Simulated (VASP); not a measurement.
# BiO4 (Im-3m) in VASP: relaxation of cell and atoms with PBE

Aim: the relaxation of cell and atoms of BiO4 with PBE.

Program: VASP 6.6.1. These are calculated values, not measurements. Logs are shortened: lines on timing, memory, paths and dates and some standing lists are left out, and cuts for length are marked.

## 1. The cell of the first run

Symmetry: Im-3m, No. 229, cubic system. Conventional cell: a = 5.139 Å, b = 5.139 Å, c = 5.139 Å, α = 90.00°, β = 90.00°, γ = 90.00°. Within 2.9 Å of Bi (site symmetry m-3m) lie 8 O at 2.23 Å. O (site symmetry -3m) has 2 Bi at 2.23 Å and 6 O at 2.57 Å within 2.9 Å.

The cell was built from a structure type or drawn by symmetry, and may not be a known phase.

## 2. Relaxation of cell and atoms, PBE

File INCAR:

```
PREC = Accurate ; ENCUT = 600
EDIFF = 1E-7 ; ISMEAR = 0
SIGMA = 0.1 ; LREAL = False
LASPH = True ; NELM = 80
ALGO = Normal ; ISIF = 3
LWAVE = False ; LCHARG = False
GGA = PE ; IBRION = 2
NSW = 100 ; EDIFFG = -0.01
```

File KPOINTS:

```
regular mesh
0
Gamma
  10 10 10
```

File POSCAR:

```
BiO4
1.0
   -2.5694457000      2.5694457000      2.5694457000
    2.5694457000     -2.5694457000      2.5694457000
    2.5694457000      2.5694457000     -2.5694457000
Bi O
1 4
Direct
    0.0000000000      0.0000000000      0.0000000000
    0.0000000000      0.0000000000      0.5000000000
    0.5000000000      0.0000000000      0.0000000000
    0.0000000000      0.5000000000      0.0000000000
    0.5000000000      0.5000000000      0.5000000000
```

Potentials or basis: VASP PAW PBE potentials, release 64 (Bi_d, O).

Run with:

```
$ cat potpaw_PBE.64/Bi_d/POTCAR potpaw_PBE.64/O/POTCAR > POTCAR
$ mpirun -np 1 vasp_std > vasp.out
```

OUTCAR:

```text
PREC = Accurate
   ENCUT = 600
   EDIFF = 1E-7
   ISMEAR = 0
   LREAL = False
   LASPH = True
   NELM = 80
   ISIF = 3
   GGA = PE
   IBRION = 2
   NSW = 100
   EDIFFG = -0.01

 ion  position               nearest neighbor table
   1  0.000  0.000  0.000-   2 2.23   3 2.23   4 2.23   5 2.23   2 2.23   4 2.23   3 2.23   5 2.23

   2  0.000  0.000  0.500-   1 2.23   1 2.23
   3  0.500  0.000  0.000-   1 2.23   1 2.23
   4  0.000  0.500  0.000-   1 2.23   1 2.23
   5  0.500  0.500  0.500-   1 2.23   1 2.23

  LATTYP: Found a body centered cubic cell.
 ALAT       =     5.1388914000

  Lattice vectors:

 A1 = (  -2.5694457000,   2.5694457000,   2.5694457000)
 A2 = (   2.5694457000,  -2.5694457000,   2.5694457000)
 A3 = (   2.5694457000,   2.5694457000,  -2.5694457000)

Analysis of symmetry for initial positions (statically):
=====================================================================
 Subroutine PRICEL returns:
 Original cell was already a primitive cell.

 Routine SETGRP: Setting up the symmetry group for a
 body centered cubic supercell.

 Subroutine GETGRP returns: Found 48 space group operations
 (whereof 48 operations were pure point group operations)
 out of a pool of 48 trial point group operations.

The static configuration has the point symmetry O_h .

Analysis of symmetry for dynamics (positions and initial velocities):
=====================================================================
 Subroutine PRICEL returns:
 Original cell was already a primitive cell.

 Routine SETGRP: Setting up the symmetry group for a
 body centered cubic supercell.

 Subroutine GETGRP returns: Found 48 space group operations
 (whereof 48 operations were pure point group operations)
 out of a pool of 48 trial point group operations.

The dynamic configuration has the point symmetry O_h .

 Subroutine INISYM returns: Found 48 space group operations
 (whereof 48 operations are pure point group operations),
 and found     1 'primitive' translations

----------------------------------------------------------------------------------------

                                     Primitive cell

  volume of cell :      67.8544

  direct lattice vectors                    reciprocal lattice vectors
    -2.569445700  2.569445700  2.569445700     0.000000000  0.194594500  0.194594500
     2.569445700 -2.569445700  2.569445700     0.194594500  0.000000000  0.194594500
     2.569445700  2.569445700 -2.569445700     0.194594500  0.194594500  0.000000000

  length of vectors
     4.450410500  4.450410500  4.450410500     0.275198180  0.275198180  0.275198180

  position of ions in fractional coordinates (direct lattice)
     0.000000000  0.000000000  0.000000000
     0.000000000  0.000000000  0.500000000
     0.500000000  0.000000000  0.000000000
     0.000000000  0.500000000  0.000000000
     0.500000000  0.500000000  0.500000000

  ion indices of the primitive-cell ions
   primitive index   ion index
                 1           1
                 2           2
                 3           3
                 4           4
                 5           5

----------------------------------------------------------------------------------------

 KPOINTS: regular mesh

Automatic generation of k-mesh.
 Grid dimensions read from file:
 generate k-points for:   10   10   10

 Generating k-lattice:

  Cartesian coordinates                     Fractional coordinates (reciprocal lattice)
     0.000000000  0.019459450  0.019459450     0.100000000  0.000000000  0.000000000
     0.019459450  0.000000000  0.019459450     0.000000000  0.100000000  0.000000000
     0.019459450  0.019459450  0.000000000     0.000000000  0.000000000  0.100000000

  Length of vectors
     0.027519818  0.027519818  0.027519818

  Shift w.r.t. Gamma in fractional coordinates (k-lattice)
     0.000000000  0.000000000  0.000000000

 Subroutine IBZKPT returns following result:
 ===========================================

 Found     47 irreducible k-points:

 Following reciprocal coordinates:
            Coordinates               Weight
  0.000000  0.000000  0.000000      1.000000
  0.100000  0.000000  0.000000     12.000000
  0.200000  0.000000  0.000000     12.000000
  0.300000  0.000000  0.000000     12.000000
  0.400000  0.000000  0.000000     12.000000
  0.500000  0.000000  0.000000      6.000000
[... 16 lines left out ...]
  0.300000  0.300000  0.100000      8.000000
 -0.300000  0.300000  0.100000     24.000000
 [... further k-points ...]
   k-points           NKPTS =     47   k-points in BZ     NKDIM =     47   number of bands    NBANDS=     23
   number of dos      NEDOS =    301   number of ions     NIONS =      5
   total plane-waves  NPLWV =  46656
   dimension x,y,z NGX =    36 NGY =   36 NGZ =   36
   dimension x,y,z NGXF=    72 NGYF=   72 NGZF=   72
   ions per type =               1   4
   NGX,Y,Z   is equivalent  to a cutoff of  13.45, 13.45, 13.45 a.u.
   NGXF,Y,Z  is equivalent  to a cutoff of  26.90, 26.90, 26.90 a.u.
 SYSTEM =  unknown system
   PREC   = accura    normal or accurate (medium, high low for compatibility)
   ISTART =      0    job   : 0-new  1-cont  2-samecut
   ICHARG =      2    charge: 1-file 2-atom 10-const
   ISPIN  =      1    spin polarized calculation?
   LNONCOLLINEAR =      F non collinear calculations
   LSORBIT =      F    spin-orbit coupling
   LASPH  =      T    aspherical Exc in radial PAW
   ENCUT  =  600.0 eV  44.10 Ry    6.64 a.u.   8.89  8.89  8.89*2*pi/ulx,y,z
   NELM   =     80;   NELMIN=  2; NELMDL= -5     # of ELM steps
   EDIFF  = 0.1E-06   stopping-criterion for ELM
   LREAL  =      F    real-space projection
   EDIFFG = -.1E-01   stopping-criterion for IOM
   NSW    =    100    number of steps for IOM
   IBRION =      2    ionic relax: 0-MD 1-quasi-New 2-CG
   NFREE  =      1    steps in history (QN), initial steepest desc. (CG)
   ISIF   =      3    stress and relaxation
   ISYM   =      2    0-nonsym 1-usesym 2-fastsym
   POTIM  = 0.5000    time-step for ionic-motion
   TEBEG  =    0.0;   TEEND  =   0.0 temperature during run
   PSTRESS=    0.0 pullay stress
   NELECT =      39.0000    total number of electrons
   NUPDOWN=      -1.0000    fix difference up-down
   EMIN   =  10.00;   EMAX   =-10.00  energy-range for DOS
   EFERMI =   0.00;   METHOD = LEGACY
   ISMEAR =     0;   SIGMA  =   0.10  broadening in eV -4-tet -1-fermi 0-gaus
   EFERMI_NEDOS =   21; number of points for ismear=-14 and -15
   IALGO  =     38    algorithm
   IMIX   =      4    mixing-type and parameters
     AMIX     =   0.40;   BMIX     =  1.00
     AMIX_MAG =   1.60;   BMIX_MAG =  1.00
  volume/ion in A,a.u.               =      13.57        91.58
  Fermi-wavevector in a.u.,A,eV,Ry     =   1.361142  2.572186 25.207635  1.852709
  Thomas-Fermi vector in A             =   2.487744
   LORBIT       =      0    0 simple, 1 ext, 2 COOP (PROOUT), +10 PAW based schemes
   GGA     = PE    functional components
   LHFCALC =     F    Hartree Fock is set to
   AEXX    =    0.0000 exact exchange contribution
   IVDW    =     0    specifies the selected vdW correction
   LEPSILON=     F    determine dielectric tensor
   LRPA    =     F    only Hartree local field effects (RPA)
 conjugate gradient relaxation of ions
 non-spin polarized calculation
 Gauss-broadening in eV      SIGMA  =   0.10
  energy-cutoff  :      600.00
  volume of cell :       67.85
 maximum number of plane-waves:      2310
   NGX = 17   NGY = 17   NGZ = 17

--------------------------------------- Ionic step        1  -------------------------------------------

 number of electron      39.0000017 magnetization

 Free energy of the ion-electron system (eV)
  ---------------------------------------------------
  ext. energy  EPLUGINS =         0.00000000
  ---------------------------------------------------
  free energy    TOTEN  =       -21.26116958 eV

  energy without entropy =      -21.22880325  energy(sigma->0) =      -21.24498641

------------------------ aborting loop because EDIFF is reached ----------------------------------------

  FORCE on cell =-STRESS in cart. coord.  units (eV):
  Direction    XX          YY          ZZ          XY          YZ          ZX
  --------------------------------------------------------------------------------------
  -------------------------------------------------------------------------------------
  Total       -0.9119797     -0.9119797     -0.9119797      0.0000000     -0.0000000     -0.0000000
  in kB      -21.5336380    -21.5336380    -21.5336380      0.0000000     -0.0000000     -0.0000000
  external PRESSURE =     -21.5336380 kB  Pullay stress =       0.0000000 kB
[... 63 lines left out ...]
  energy  without entropy=      -21.2411860735  energy(sigma->0) =      -21.25605469

--------------------------------------- Ionic step        3  -------------------------------------------

 number of electron      39.0000006 magnetization

 Free energy of the ion-electron system (eV)
  ---------------------------------------------------
  ext. energy  EPLUGINS =         0.00000000
  ---------------------------------------------------
  free energy    TOTEN  =       -21.27135176 eV

  energy without entropy =      -21.24116763  energy(sigma->0) =      -21.25625970

 E-fermi :   2.5606     XC(G=0): -10.2575

 val. band max:        2.5304968350   @ k =   0.2000   0.2000   0.1000
 cond. band min:       2.5782731216   @ k =  -0.3000   0.3000   0.2000
 fundamental gap:      0.0477762866
 Fermi energy:         2.5606310919

 k-point     1 :       0.0000    0.0000    0.0000
  band No.  band energies     occupation
      1     -19.6672      2.00000
      2     -19.6672      2.00000
      3     -19.6672      2.00000
      4     -19.2990      2.00000
      5     -19.2990      2.00000
      6     -16.3528      2.00000
[... 613 lines left out ...]
     22       3.1671      0.00000
     23      11.0739      0.00000

 [... further k-points ...]

------------------------ aborting loop because EDIFF is reached ----------------------------------------

  FORCE on cell =-STRESS in cart. coord.  units (eV):
  Direction    XX          YY          ZZ          XY          YZ          ZX
  --------------------------------------------------------------------------------------
  -------------------------------------------------------------------------------------
  Total        0.0003812      0.0003812      0.0003812     -0.0000000      0.0000000     -0.0000000
  in kB        0.0092027      0.0092027      0.0092027     -0.0000000      0.0000000     -0.0000000
  external PRESSURE =       0.0092027 kB  Pullay stress =       0.0000000 kB
[... 20 lines left out ...]
  FREE ENERGIE OF THE ION-ELECTRON SYSTEM (eV)
  ---------------------------------------------------
  free  energy   TOTEN  =       -21.2713517647 eV

  energy  without entropy=      -21.2411676281  energy(sigma->0) =      -21.25625970

 reached required accuracy - stopping structural energy minimisation
```

Run time: 4.6 min. Hardware: 1 thread of Intel Xeon 8259CL, shared host; peak memory 0.26 GiB.

Results:

```
Free energy                           : -21.2714 eV
Relaxed volume                        : 13.27 Å³/atom
Relaxed cell                          : a = 4.418 Å, b = 4.418 Å, c = 4.418 Å, α = 109.47°, β = 109.47°, γ = 109.47°
Space group after relaxing (to 0.1 Å) : Im-3m (No. 229)
Energy gained by relaxing             : 2.0 meV/atom
Ionic steps                           : 3
Pressure after relaxing               : 0.0 GPa
Band gap on the k mesh                : zero (an odd number of electrons rules out a gap without spin polarisation)
```

The path:
```tsv
step	energy change (eV)	largest force (eV/Å)	pressure (GPa)	volume (Å³)
1	0.0000	0.0000	-2.15	67.85
2	-0.0098	0.0000	0.47	66.08
3	-0.0102	0.0000	0.00	66.37
```

Final structure:
```yaml
crystal:
  lattice:
    - [-2.55062, 2.55062, 2.55062]
    - [2.55062, -2.55062, 2.55062]
    - [2.55062, 2.55062, -2.55062]
  atoms:
    - { symbol: Bi, position: [0.00000, 0.00000, 0.00000] }
    - { symbol: O, position: [0.00000, 0.00000, 0.50000] }
    - { symbol: O, position: [0.50000, 0.00000, 0.00000] }
    - { symbol: O, position: [0.00000, 0.50000, 0.00000] }
    - { symbol: O, position: [0.50000, 0.50000, 0.50000] }
```

Levels at points of the mesh, in eV from the Fermi level:
```
           k point  band 17  band 18  band 19  band 20  band 21  band 22
(0.00, 0.00, 0.00)    -0.98    -0.30    -0.30    -0.30     0.88     0.88
(0.50, 0.00, 0.00)    -1.38    -0.96    -0.83     0.18     0.30     1.90
(0.50, 0.50, 0.50)    -0.08    -0.08     0.54     0.54     0.54     4.01
```

Caveat: spin-orbit coupling is left out, which moves the levels of the heavy elements; an odd number of electrons without spin polarisation forces a metal; a magnetic or distorted state may lie lower.
